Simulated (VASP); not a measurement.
Set up this calculation in VASP 6.6.1, as the native input.

- Task: electric field gradients
- Functional: PBEsol
- Potentials or basis: VASP PAW PBE potentials, release 64 (Ti_sv)
- Cutoff: 520 eV
- k mesh: 14 × 14 × 14
- Occupations: fermi-dirac, width 0.05 eV
- Spin: no spin polarisation
- Dipole correction: no
- Further INCAR settings: ALGO = Normal; EDIFF = 1e-08; NBANDS = 12

The structure of Ti lies in POSCAR:

```
Ti
1.0
   -1.6731846416      1.6731846416      1.6731846416
    1.6731846416     -1.6731846416      1.6731846416
    1.6731846416      1.6731846416     -1.6731846416
Ti
1
Direct
    0.0000000000      0.0000000000      0.0000000000
```

This cell differs from its parent crystal: volume scaled by 1.06.

The input as run:

INCAR

```
PREC = Accurate ; ENCUT = 520
EDIFF = 1E-8 ; ISMEAR = -1
SIGMA = 0.05 ; LREAL = F
LASPH = T ; NELM = 100
ALGO = Normal ; ISIF = 2
LWAVE = F ; LCHARG = F
GGA = PS ; LEFG = T
NBANDS = 12
```

KPOINTS

```
Automatic mesh
0
Gamma
  14 14 14
```

Potentials or basis: VASP PAW PBE potentials, release 64 (Ti_sv).

The run is started by

```sh
$ cat potpaw_PBE.64/Ti_sv/POTCAR > POTCAR
$ mpirun -np 1 vasp_std > vasp.out
```

It gave:

* Pressure: -11.5 GPa
* Band gap on the k mesh: zero (band 6 reaches 8.11 eV, above the bottom of band 7 at 6.58 eV)

Caveat: without QUAD_EFG the Cq values of the log hold for a quadrupole moment of 1 mb, not for the nuclei; the PAW data sets were made with another functional, which shifts forces and pressure a little.

Wall time 8.6 s on 1 thread of Intel(R) Xeon(R) 6975P-C (Granite Rapids), with other jobs on the host, peak memory 0.15 GiB.
